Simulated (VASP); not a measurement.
Write the native input for VASP 6.6.1 that does the following.

- Task: single point
- Functional: PBE
- Potentials or basis: VASP PAW PBE potentials, release 64 (Ca_sv, O)
- Cutoff: 520 eV
- k mesh: 9 × 9 × 6
- Occupations: gaussian, width 0.05 eV
- Spin: no spin polarisation
- Dipole correction: no
- Further INCAR settings: ALGO = Normal; EDIFF = 1e-07; NBANDS = 24

The structure of CaO lies in POSCAR:

```
CaO
1.0
    4.0518554619      0.0000000000      0.0000000000
   -2.0259277309      3.5090097624      0.0000000000
    0.0000000000      0.0000000000      4.7848400100
Ca O
2 2
Direct
    0.3333333333      0.6666666667      0.7500000000
    0.6666666667      0.3333333333      0.2500000000
    0.3333333333      0.6666666667      0.2500000000
    0.6666666667      0.3333333333      0.7500000000
```

This cell differs from its parent crystal: strain +0.015 along x and y, +0.000 along z.

These files were run (other wordings do the same):

INCAR

```
PREC     = Accurate       # precision mode
ENCUT    = 520            # plane-wave cutoff, eV
EDIFF    = 1E-7           # SCF threshold, eV
ISMEAR   = 0              # smearing method
SIGMA    = 0.05           # smearing width, eV
LREAL    = False          # projectors in reciprocal space
LASPH    = True           # aspherical terms in the spheres
NELM     = 100            # most SCF steps
ALGO     = Normal         # electronic algorithm
ISIF     = 2              # what is computed and relaxed
LWAVE    = False          # write WAVECAR
LCHARG   = False          # write CHGCAR
GGA      = PE             # functional
NBANDS   = 24             # bands
```

KPOINTS

```
Automatic mesh
0
Gamma
  9 9 6
```

Potentials or basis: VASP PAW PBE potentials, release 64 (Ca_sv, O).

Run with:

```bash
$ cat potpaw_PBE.64/Ca_sv/POTCAR potpaw_PBE.64/O/POTCAR > POTCAR
$ mpirun -np 1 vasp_std > vasp.out
```

It gave:

| Item | Value |
| --- | --- |
| Pressure | -1.0 GPa |
| Band gap on the k mesh | 3.02 eV, direct |

Caveat: the cell differs from its parent crystal (strain +0.015 along x and y, +0.000 along z).

Run time: 89 s on 1 thread of Intel Xeon 6975P-C (shared host), peak memory 0.22 GiB.
